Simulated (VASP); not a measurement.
Al2Au:

```
Al Au
1.0
     0.00000    3.00000    3.00000
     3.00000    0.00000    3.00000
     3.00000    3.00000    0.00000
Al Au
2 1
Cartesian
  1.5000 1.5000 1.5000
  4.5000 4.5000 4.5000
  0.0000 0.0000 0.0000
```

| Quantity | Value |
| --- | --- |
| Program | VASP 6.6.1 |
| Task | relaxation of cell and atoms |
| Functional | LDA |
| Potentials or basis | VASP PAW LDA potentials, release 64 (Al, Au) |
| Cutoff | 600 eV |
| k mesh | 9 × 9 × 9 |
| Occupations | fermi-dirac, width 0.1 eV |
| Spin | no spin polarisation |

At the start: pressure -2.3 GPa; volume 18.00 Å³/atom.

Problem. Where does the relaxation end?

Solution. Over 3 steps the energy falls by 2.6 meV/atom and the volume is 17.65 Å³/atom (-2.0 %); space group Fm-3m (No. 225, to 0.05 Å).

Step by step:
```
step  energy change (eV)  largest force (eV/Å)  pressure (GPa)  volume (Å³)
   1              0.0000                0.0000           -2.30        54.00
   2             -0.0013                0.0000            2.26        52.01
   3             -0.0077                0.0000           -0.01        52.94
```

Final structure:
```
Al Au
1.0
     0.00000    2.98030    2.98030
     2.98030    0.00000    2.98030
     2.98030    2.98030    0.00000
Al Au
2 1
Direct
  0.25000 0.25000 0.25000
  0.75000 0.75000 0.75000
  0.00000 0.00000 0.00000
```
